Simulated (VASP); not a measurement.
Here is a VASP 6.6.1 calculation.

The input INCAR:

```
PREC = Accurate
ENCUT = 520
EDIFF = 1E-8
ISMEAR = -1
SIGMA = 0.15
LREAL = F
LASPH = T
NELM = 80
ALGO = Normal
ISIF = 2
LWAVE = F
LCHARG = T
GGA = PE
IBRION = 8
NSW = 1
```

KPOINTS

```
regular mesh
0
Gamma
  18 18 10
```

Contents of POSCAR:

```
Au
1.0
    2.8571529801      0.0000000000      0.0000000000
   -1.4285764900      2.4743670633      0.0000000000
    0.0000000000      0.0000000000      4.7688590779
Au
2
Direct
    0.3333333333      0.6666666667      0.7500000000
    0.6666666667      0.3333333333      0.2500000000
```

Potentials or basis: VASP PAW PBE potentials, release 64 (Au).

Run with:

```console
$ cat potpaw_PBE.64/Au/POTCAR > POTCAR
$ mpirun -np 1 vasp_std > vasp.out
```

Problem. Predict the highest phonon frequency at Γ.

Solution. 159 cm⁻¹.

Phonon frequencies in cm⁻¹ (negative: imaginary):
```csv
q point,frequencies
"(0.000, 0.000, 0.000)",0 0 0 46 46 159
```

Caveat: the cell stands under pressure or tension, which shifts response properties.
